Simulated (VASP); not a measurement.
# Sr (Im-3m) in VASP: a series of runs

Sr is run at these levels: BLYP; tasks: single point.

Program: VASP 6.6.1. These are calculated values, not measurements. Logs are shortened: lines on timing, memory, paths and dates and some standing lists are left out, and cuts for length are marked.

**1. The cell of the first run**

Symmetry: Im-3m, No. 229, cubic system. Conventional cell: a = 4.607 Å, b = 4.607 Å, c = 4.607 Å, α = 90.00°, β = 90.00°, γ = 90.00°. Within 5.2 Å of Sr (site symmetry m-3m) lie 14 Sr at 3.99 to 4.61 Å.

This isn't the form of Sr at room conditions, which is fcc.

**2. Single point, BLYP (48.89 Å³/atom)**

INCAR reads:

```
SYSTEM = Sr
AGGAC = 1.0
AGGAX = 1.0
ALDAC = 0.0
ALDAX = 1.0
ALGO = Normal
EDIFF = 1E-7
ENCUT = 520
GGA = B5
ISIF = 2
ISMEAR = -1
LASPH = .True.
LCHARG = .False.
LREAL = .False.
LWAVE = .False.
NBANDS = 11
NELM = 60
PREC = Accurate
SIGMA = 0.1
```

KPOINTS reads:

```
k-points
0
Gamma
  11 11 11
  0 0 0
```

POSCAR reads:

```
Sr
1.0
   -2.3035135907      2.3035135907      2.3035135907
    2.3035135907     -2.3035135907      2.3035135907
    2.3035135907      2.3035135907     -2.3035135907
Sr
1
Direct
    0.0000000000      0.0000000000      0.0000000000
```

Potentials or basis: VASP PAW PBE potentials, release 64 (Sr_sv).

On the command line:

```bash
cat potpaw_PBE.64/Sr_sv/POTCAR > POTCAR
mpirun -np 1 vasp_std > vasp.out
```

OUTCAR:

```text
SYSTEM = Sr
   EDIFF = 1E-7
   ENCUT = 520
   GGA = B5
   ISIF = 2
   ISMEAR = -1
   LASPH = .True.
   LREAL = .False.
   NELM = 60
   PREC = Accurate

 ion  position               nearest neighbor table
   1  0.000  0.000  0.000-

  LATTYP: Found a body centered cubic cell.
 ALAT       =     4.6070271814

  Lattice vectors:

 A1 = (  -2.3035135907,   2.3035135907,   2.3035135907)
 A2 = (   2.3035135907,  -2.3035135907,   2.3035135907)
 A3 = (   2.3035135907,   2.3035135907,  -2.3035135907)

Analysis of symmetry for initial positions (statically):
=====================================================================
 Subroutine PRICEL returns:
 Original cell was already a primitive cell.

 Routine SETGRP: Setting up the symmetry group for a
 body centered cubic supercell.

 Subroutine GETGRP returns: Found 48 space group operations
 (whereof 48 operations were pure point group operations)
 out of a pool of 48 trial point group operations.

The static configuration has the point symmetry O_h .

Analysis of symmetry for dynamics (positions and initial velocities):
=====================================================================
 Subroutine PRICEL returns:
 Original cell was already a primitive cell.

 Routine SETGRP: Setting up the symmetry group for a
 body centered cubic supercell.

 Subroutine GETGRP returns: Found 48 space group operations
 (whereof 48 operations were pure point group operations)
 out of a pool of 48 trial point group operations.

The dynamic configuration has the point symmetry O_h .

 Subroutine INISYM returns: Found 48 space group operations
 (whereof 48 operations are pure point group operations),
 and found     1 'primitive' translations

----------------------------------------------------------------------------------------

                                     Primitive cell

  volume of cell :      48.8914

  direct lattice vectors                    reciprocal lattice vectors
    -2.303513591  2.303513591  2.303513591     0.000000000  0.217059713  0.217059713
     2.303513591 -2.303513591  2.303513591     0.217059713  0.000000000  0.217059713
     2.303513591  2.303513591 -2.303513591     0.217059713  0.217059713  0.000000000

  length of vectors
     3.989802575  3.989802575  3.989802575     0.306968791  0.306968791  0.306968791

  position of ions in fractional coordinates (direct lattice)
     0.000000000  0.000000000  0.000000000

  ion indices of the primitive-cell ions
   primitive index   ion index
                 1           1

----------------------------------------------------------------------------------------

 KPOINTS: k-points

Automatic generation of k-mesh.
 Grid dimensions read from file:
 generate k-points for:   11   11   11

 Generating k-lattice:

  Cartesian coordinates                     Fractional coordinates (reciprocal lattice)
     0.000000000  0.019732701  0.019732701     0.090909091  0.000000000  0.000000000
     0.019732701  0.000000000  0.019732701     0.000000000  0.090909091  0.000000000
     0.019732701  0.019732701  0.000000000     0.000000000  0.000000000  0.090909091

  Length of vectors
     0.027906254  0.027906254  0.027906254

  Shift w.r.t. Gamma in fractional coordinates (k-lattice)
     0.000000000  0.000000000  0.000000000

 Subroutine IBZKPT returns following result:
 ===========================================

 Found     56 irreducible k-points:

 Following reciprocal coordinates:
            Coordinates               Weight
  0.000000  0.000000  0.000000      1.000000
  0.090909  0.000000  0.000000     12.000000
  0.181818  0.000000  0.000000     12.000000
  0.272727  0.000000  0.000000     12.000000
  0.363636  0.000000  0.000000     12.000000
  0.454545  0.000000  0.000000     12.000000
[... 16 lines left out ...]
  0.272727  0.181818  0.090909     48.000000
  0.363636  0.181818  0.090909     24.000000
 [... further k-points ...]
   k-points           NKPTS =     56   k-points in BZ     NKDIM =     56   number of bands    NBANDS=     11
   number of dos      NEDOS =    301   number of ions     NIONS =      1
   total plane-waves  NPLWV =  27000
   dimension x,y,z NGX =    30 NGY =   30 NGZ =   30
   dimension x,y,z NGXF=    60 NGYF=   60 NGZF=   60
   ions per type =               1
   NGX,Y,Z   is equivalent  to a cutoff of  12.50, 12.50, 12.50 a.u.
   NGXF,Y,Z  is equivalent  to a cutoff of  25.00, 25.00, 25.00 a.u.
 SYSTEM =  Sr
   PREC   = accura    normal or accurate (medium, high low for compatibility)
   ISTART =      0    job   : 0-new  1-cont  2-samecut
   ICHARG =      2    charge: 1-file 2-atom 10-const
   ISPIN  =      1    spin polarized calculation?
   LNONCOLLINEAR =      F non collinear calculations
   LSORBIT =      F    spin-orbit coupling
   LASPH  =      T    aspherical Exc in radial PAW
   ENCUT  =  520.0 eV  38.22 Ry    6.18 a.u.   7.42  7.42  7.42*2*pi/ulx,y,z
   NELM   =     60;   NELMIN=  2; NELMDL= -5     # of ELM steps
   EDIFF  = 0.1E-06   stopping-criterion for ELM
   LREAL  =      F    real-space projection
   EDIFFG = 0.1E-05   stopping-criterion for IOM
   NSW    =      0    number of steps for IOM
   IBRION =     -1    ionic relax: 0-MD 1-quasi-New 2-CG
   NFREE  =      0    steps in history (QN), initial steepest desc. (CG)
   ISIF   =      2    stress and relaxation
   ISYM   =      2    0-nonsym 1-usesym 2-fastsym
   POTIM  = 0.5000    time-step for ionic-motion
   TEBEG  =    0.0;   TEEND  =   0.0 temperature during run
   PSTRESS=    0.0 pullay stress
   NELECT =      10.0000    total number of electrons
   NUPDOWN=      -1.0000    fix difference up-down
   EMIN   =  10.00;   EMAX   =-10.00  energy-range for DOS
   EFERMI =   0.00;   METHOD = LEGACY
   ISMEAR =    -1;   SIGMA  =   0.10  broadening in eV -4-tet -1-fermi 0-gaus
   EFERMI_NEDOS =   21; number of points for ismear=-14 and -15
   IALGO  =     38    algorithm
   IMIX   =      4    mixing-type and parameters
     AMIX     =   0.40;   BMIX     =  1.00
     AMIX_MAG =   1.60;   BMIX_MAG =  1.00
  volume/ion in A,a.u.               =      48.89       329.94
  Fermi-wavevector in a.u.,A,eV,Ry     =   0.964563  1.822760 12.658620  0.930382
  Thomas-Fermi vector in A             =   2.094205
   LORBIT       =      0    0 simple, 1 ext, 2 COOP (PROOUT), +10 PAW based schemes
   GGA     = B5    functional components
   LHFCALC =     F    Hartree Fock is set to
   AEXX    =    0.0000 exact exchange contribution
   IVDW    =     0    specifies the selected vdW correction
   LEPSILON=     F    determine dielectric tensor
   LRPA    =     F    only Hartree local field effects (RPA)
 non-spin polarized calculation
  energy-cutoff  :      520.00
  volume of cell :       48.89
 maximum number of plane-waves:      1334
 NGX is ok and might be reduce to    30
   NGX = 15   NGY = 15   NGZ = 15

 number of electron      10.0000000 magnetization

 Free energy of the ion-electron system (eV)
  ---------------------------------------------------
  ext. energy  EPLUGINS =         0.00000000
  ---------------------------------------------------
  free energy    TOTEN  =        -0.91388832 eV

  energy without entropy =       -0.87684684  energy(sigma->0) =       -0.89536758

 E-fermi :   2.4235     XC(G=0):  -7.2587

 val. band max:        2.3954112199   @ k =   0.2727   0.2727   0.0909
 cond. band min:       2.5459065454   @ k =  -0.4545   0.4545   0.2727
 fundamental gap:      0.1504953255
 Fermi energy:         2.4234649903

 k-point     1 :       0.0000    0.0000    0.0000
  band No.  band energies     occupation
      1     -34.0170      2.00000
      2     -15.9361      2.00000
      3     -15.9361      2.00000
      4     -15.9361      2.00000
      5      -1.2985      2.00000
      6       4.8258      0.00000
      7       4.8258      0.00000
      8       4.8258      0.00000
      9       6.2348      0.00000
     10       6.2348      0.00000
     11      11.1168      0.00000

 k-point     2 :       0.0909    0.0000    0.0000
  band No.  band energies     occupation
      1     -34.0149      2.00000
      2     -15.9607      2.00000
      3     -15.9439      2.00000
      4     -15.9362      2.00000
      5      -1.1399      2.00000
      6       4.6925      0.00000
      7       4.7359      0.00000
      8       4.9806      0.00000
      9       6.0473      0.00000
     10       6.2303      0.00000
     11      11.2752      0.00000

 k-point     3 :       0.1818    0.0000    0.0000
  band No.  band energies     occupation
      1     -34.0093      2.00000
      2     -16.0256      2.00000
      3     -15.9647      2.00000
      4     -15.9364      2.00000
      5      -0.6867      2.00000
      6       4.3428      0.00000
      7       4.3767      0.00000
      8       5.4364      0.00000
      9       5.9099      0.00000
     10       6.2488      0.00000
     11      11.3993      0.00000

 k-point     4 :       0.2727    0.0000    0.0000
  band No.  band energies     occupation
      1     -34.0019      2.00000
      2     -16.1086      2.00000
      3     -15.9917      2.00000
      4     -15.9367      2.00000
      5      -0.0110      2.00000
      6       3.7633      0.00000
      7       4.0279      0.00000
      8       6.0320      0.00000
      9       6.1636      0.00000
     10       6.3472      0.00000
     11      10.7269      0.00000

 k-point     5 :       0.3636    0.0000    0.0000
  band No.  band energies     occupation
      1     -33.9951      2.00000
      2     -16.1832      2.00000
      3     -16.0164      2.00000
      4     -15.9370      2.00000
      5       0.7408      2.00000
      6       3.2859      0.00036
      7       3.7517      0.00000
      8       6.1587      0.00000
      9       6.5421      0.00000
     10       7.0920      0.00000
     11       9.6412      0.00000
[... 211 lines left out ...]
 k-point    21 :      -0.0909    0.0909    0.0909
  band No.  band energies     occupation
      1     -34.0129      2.00000
      2     -15.9685      2.00000
      3     -15.9518      2.00000
      4     -15.9518      2.00000
      5      -0.9840      2.00000
      6       4.7122      0.00000
      7       4.7122      0.00000
      8       4.9920      0.00000
      9       5.6106      0.00000
     10       6.4452      0.00000
     11      11.7529      0.00000

 k-point    22 :       0.1818    0.1818    0.0909
  band No.  band energies     occupation
      1     -33.9947      2.00000
      2     -16.1646      2.00000
      3     -16.0100      2.00000
      4     -15.9741      2.00000
      5       0.9753      2.00000
      6       3.2669      0.00043
      7       3.4352      0.00008
      8       6.3455      0.00000
      9       6.6274      0.00000
     10       7.3421      0.00000
     11       9.1900      0.00000

 k-point    23 :       0.2727    0.1818    0.0909
  band No.  band energies     occupation
      1     -33.9908      2.00000
      2     -16.1783      2.00000
      3     -16.0492      2.00000
      4     -15.9810      2.00000
      5       1.7180      1.99827
      6       2.9884      0.00701
      7       3.2547      0.00049
      8       6.4418      0.00000
      9       6.7292      0.00000
     10       7.5889      0.00000
     11       8.5429      0.00000

 k-point    24 :       0.3636    0.1818    0.0909
  band No.  band energies     occupation
      1     -33.9893      2.00000
      2     -16.1787      2.00000
      3     -16.0691      2.00000
      4     -15.9828      2.00000
      5       2.1017      1.92299
      6       2.8673      0.02337
      7       3.1807      0.00103
      8       6.3632      0.00000
      9       6.8114      0.00000
     10       7.3328      0.00000
     11       8.7630      0.00000

 [... further k-points ...]

------------------------ aborting loop because EDIFF is reached ----------------------------------------

  FORCE on cell =-STRESS in cart. coord.  units (eV):
  Direction    XX          YY          ZZ          XY          YZ          ZX
  --------------------------------------------------------------------------------------
  -------------------------------------------------------------------------------------
  Total        0.5226116      0.5226116      0.5226116      0.0000000      0.0000000     -0.0000000
  in kB       17.1260543     17.1260543     17.1260543      0.0000000      0.0000000     -0.0000000
  external PRESSURE =      17.1260543 kB  Pullay stress =       0.0000000 kB

 VOLUME and BASIS-vectors are now :
 -----------------------------------------------------------------------------
  energy-cutoff  :      520.00
  volume of cell :       48.89
      direct lattice vectors                 reciprocal lattice vectors
    -2.303513591  2.303513591  2.303513591     0.000000000  0.217059713  0.217059713
     2.303513591 -2.303513591  2.303513591     0.217059713  0.000000000  0.217059713
     2.303513591  2.303513591 -2.303513591     0.217059713  0.217059713  0.000000000

 POSITION                                       TOTAL-FORCE (eV/Angst)
 -----------------------------------------------------------------------------------
      0.00000      0.00000      0.00000        -0.000000      0.000000     -0.000000
 -----------------------------------------------------------------------------------
    total drift:                               -0.000000     -0.000000      0.000000

  FREE ENERGIE OF THE ION-ELECTRON SYSTEM (eV)
  ---------------------------------------------------
  free  energy   TOTEN  =        -0.9138883164 eV

  energy  without entropy=       -0.8768468428  energy(sigma->0) =       -0.89536758
```

Run time: 62 s. Hardware: 1 thread of Intel Xeon 8259CL, shared host; peak memory 0.18 GiB.

What came out:

| Item | Value |
| --- | --- |
| Free energy | -0.9139 eV |
| Pressure | 1.7 GPa |
| Band gap on the k mesh | zero (bands 5 and 6 overlap by 0.66 eV) |

Levels at points of the mesh, in eV from the Fermi level:
| k point | band 2 | band 3 | band 4 | band 5 | band 6 | band 7 | band 8 | band 9 |
| --- | --- | --- | --- | --- | --- | --- | --- | --- |
| (0.00, 0.00, 0.00) | -18.36 | -18.36 | -18.36 | -3.72 | 2.40 | 2.40 | 2.40 | 3.81 |

Caveat: the PAW data sets were made with another functional, which shifts forces and pressure a little.

**3. Single point, BLYP (53.34 Å³/atom)**

This run uses another cell than the first one, of 53.34 Å³/atom.

INCAR reads:

```
SYSTEM = Sr
PREC = Accurate
ENCUT = 520
EDIFF = 1E-6
ISMEAR = -1
SIGMA = 0.1
LREAL = .False.
LASPH = .True.
NELM = 80
ALGO = Normal
ISIF = 2
LWAVE = .False.
LCHARG = .True.
GGA = B5
ALDAX = 1.0
AGGAX = 1.0
AGGAC = 1.0
ALDAC = 0.0
LELF = .True.
LVHAR = .True.
NBANDS = 11
```

KPOINTS reads:

```
Automatic mesh
0
Gamma
  11 11 11
  0 0 0
```

POSCAR reads:

```
Sr
1.0
   -2.3713025367      2.3713025367      2.3713025367
    2.3713025367     -2.3713025367      2.3713025367
    2.3713025367      2.3713025367     -2.3713025367
Sr
1
Direct
    0.0000000000      0.0000000000      0.0000000000
```

Potentials or basis: VASP PAW PBE potentials, release 64 (Sr_sv).

On the command line:

```bash
cat potpaw_PBE.64/Sr_sv/POTCAR > POTCAR
mpirun -np 1 vasp_std > vasp.out
```

Wall time 51 s (1 thread of Intel Xeon 8259CL, shared host); peak memory 0.19 GiB.

Results (log left out):

| Item | Value |
| --- | --- |
| Free energy | -0.9435 eV |
| Pressure | 0.5 GPa |
| Band gap on the k mesh | zero (bands 5 and 6 overlap by 0.51 eV) |

Levels at points of the mesh, in eV from the Fermi level:
```
           k point  band 2  band 3  band 4  band 5  band 6  band 7  band 8  band 9
(0.00, 0.00, 0.00)  -18.56  -18.56  -18.56   -3.62    2.27    2.27    2.27    3.58
```

Caveat: the PAW data sets were made with another functional, which shifts forces and pressure a little.

**4. Single point, BLYP (55.56 Å³/atom)**

This run uses another cell than the first one, of 55.56 Å³/atom.

INCAR reads:

```
  PREC = Accurate
  ENCUT = 520
  EDIFF = 1E-7
  ISMEAR = -1
  SIGMA = 0.1
  LREAL = False
  LASPH = True
  NELM = 60
  ALGO = Normal
  ISIF = 2
  LWAVE = False
  LCHARG = True
  GGA = B5
  ALDAX = 1.0
  AGGAX = 1.0
  AGGAC = 1.0
  ALDAC = 0.0
  LELF = True
  LVHAR = True
  NBANDS = 11
```

KPOINTS reads:

```
regular mesh
0
Gamma
  11 11 11
```

POSCAR reads:

```
Sr
1.0
   -2.4037901702      2.4037901702      2.4037901702
    2.4037901702     -2.4037901702      2.4037901702
    2.4037901702      2.4037901702     -2.4037901702
Sr
1
Direct
    0.0000000000      0.0000000000      0.0000000000
```

On the command line:

```bash
cat potpaw_PBE.64/Sr_sv/POTCAR > POTCAR
mpirun -np 1 vasp_std > vasp.out
```

Run time: 55 s. Hardware: 1 thread of Intel Xeon 8259CL, shared host; peak memory 0.19 GiB.

The run converged. Its results:

| Quantity | Value |
| --- | --- |
| Free energy | -0.9469 eV |
| Pressure | 0.0 GPa |
| Band gap on the k mesh | zero (bands 5 and 6 overlap by 0.44 eV) |

Levels at points of the mesh, in eV from the Fermi level:
| k point | band 2 | band 3 | band 4 | band 5 | band 6 | band 7 | band 8 | band 9 |
| --- | --- | --- | --- | --- | --- | --- | --- | --- |
| (0.00, 0.00, 0.00) | -18.66 | -18.66 | -18.66 | -3.58 | 2.20 | 2.20 | 2.20 | 3.47 |

Caveat: the PAW data sets were made with another functional, which shifts forces and pressure a little.

**5. Single point, BLYP (60.00 Å³/atom)**

This run uses another cell than the first one, of 60.00 Å³/atom.

INCAR reads:

```
AGGAC = 1.0
AGGAX = 1.0
ALDAC = 0.0
ALDAX = 1.0
ALGO = Normal
EDIFF = 1E-6
ENCUT = 520
GGA = B5
ISIF = 2
ISMEAR = -1
LASPH = True
LCHARG = False
LREAL = False
LWAVE = False
NBANDS = 11
NELM = 80
PREC = Accurate
SIGMA = 0.1
```

KPOINTS reads:

```
k-points
0
Gamma
  11 11 11
```

POSCAR reads:

```
Sr
1.0
   -2.4662540231      2.4662540231      2.4662540231
    2.4662540231     -2.4662540231      2.4662540231
    2.4662540231      2.4662540231     -2.4662540231
Sr
1
Direct
    0.0000000000      0.0000000000      0.0000000000
```

On the command line:

```bash
cat potpaw_PBE.64/Sr_sv/POTCAR > POTCAR
mpirun -np 1 vasp_std > vasp.out
```

Wall time 37 s (1 thread of Intel Xeon 8259CL, shared host); peak memory 0.19 GiB.

Results (log left out):

| Property | Result |
| --- | --- |
| Free energy | -0.9373 eV |
| Pressure | -0.7 GPa |
| Band gap on the k mesh | zero (bands 5 and 6 overlap by 0.32 eV) |

Levels at points of the mesh, in eV from the Fermi level:
| k point | band 3 | band 4 | band 5 | band 6 | band 7 | band 8 |
| --- | --- | --- | --- | --- | --- | --- |
| (0.00, 0.00, 0.00) | -18.82 | -18.82 | -3.48 | 2.09 | 2.09 | 2.09 |

Caveat: the PAW data sets were made with another functional, which shifts forces and pressure a little.

**6. Single point, BLYP (62.23 Å³/atom)**

This run uses another cell than the first one, of 62.23 Å³/atom.

INCAR reads:

```
SYSTEM = Sr
  PREC = Accurate
  ENCUT = 520
  EDIFF = 1E-7
  ISMEAR = -1
  SIGMA = 0.1
  LREAL = .FALSE.
  LASPH = .TRUE.
  NELM = 60
  ALGO = Normal
  ISIF = 2
  LWAVE = .FALSE.
  LCHARG = .FALSE.
  GGA = B5
  ALDAX = 1.0
  AGGAX = 1.0
  AGGAC = 1.0
  ALDAC = 0.0
  NBANDS = 11
```

KPOINTS reads:

```
Automatic mesh
0
G
  11 11 11
  0 0 0
```

POSCAR reads:

```
Sr
1.0
   -2.4963332561      2.4963332561      2.4963332561
    2.4963332561     -2.4963332561      2.4963332561
    2.4963332561      2.4963332561     -2.4963332561
Sr
1
Direct
    0.0000000000      0.0000000000      0.0000000000
```

Potentials or basis: VASP PAW PBE potentials, release 64 (Sr_sv).

On the command line:

```bash
cat potpaw_PBE.64/Sr_sv/POTCAR > POTCAR
mpirun -np 1 vasp_std > vasp.out
```

Wall time 54 s (1 thread of Intel Xeon 8259CL, shared host); peak memory 0.19 GiB.

The run converged. Its results:

| Item | Value |
| --- | --- |
| Free energy | -0.9260 eV |
| Pressure | -0.9 GPa |
| Band gap on the k mesh | zero (bands 5 and 6 overlap by 0.27 eV) |

Levels at points of the mesh, in eV from the Fermi level:
```csv
k point,band 2,band 3,band 4,band 5,band 6,band 7,band 8,band 9
"(0.00, 0.00, 0.00)",-18.90,-18.90,-18.90,-3.43,2.03,2.03,2.03,3.19
```

Caveat: the PAW data sets were made with another functional, which shifts forces and pressure a little.

**7. Summary**

| cell | gap on the mesh (eV) | pressure (GPa) |
| --- | --- | --- |
| a = 3.990 Å, angles 109.5°, 1 atom | none | 1.7 |
| a = 4.107 Å, angles 109.5°, 1 atom | none | 0.5 |
| a = 4.163 Å, angles 109.5°, 1 atom | none | 0.0 |
| a = 4.272 Å, angles 109.5°, 1 atom | none | -0.7 |
| a = 4.324 Å, angles 109.5°, 1 atom | none | -0.9 |

Alike in all rows: task single point; level BLYP; potentials or basis VASP PAW PBE potentials, release 64 (Sr_sv); no spin polarisation; k mesh 11 × 11 × 11; cutoff (eV) 520; smearing fermi-dirac 0.1 eV.

Caveats: the PAW data sets were made with another functional, which shifts forces and pressure a little.

Total energies depend on the potentials used, so only differences within one code and one set of settings carry meaning.
